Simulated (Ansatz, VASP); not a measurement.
**S: VASP beside Ansatz**

```xyz
1
Lattice="0.0000 1.9944 2.0542 1.9944 0.0000 2.0542 1.9944 1.9944 0.0000" Properties=species:S:1:pos:R:3 pbc="T T T"
S     0.0000    0.0000    0.0000
```

Change from the starting cell: strain +0.000 along x and y, +0.030 along z, atoms carried along.

Alike in both runs: task single point; functional LDA; k mesh 20 × 20 × 20; occupations gaussian, width 0.15 eV; no spin polarisation.

|  | VASP | Ansatz |
| --- | --- | --- |
| version | VASP 6.6.1 | Ansatz 0.2.0 |
| potentials or method | VASP PAW LDA potentials, release 64 (S), cutoff 520 eV | scalar-relativistic, plane waves, PAW |
| valence electrons in the cell | 6 | 6 |

```csv
,VASP,Ansatz,Ansatz less VASP
gap on the k mesh at the Fermi level (eV),none,none,-
pressure (GPa),-8.6,-8.6,+0.04
"traceless stress, the component that is largest in VASP (GPa)",1.65,1.66,+0.005
```

LDA's correlation is that of Perdew and Zunger in VASP and of Perdew and Wang (1992) in Ansatz. A gap of «none» marks a metal or a gap that the smearing closes.
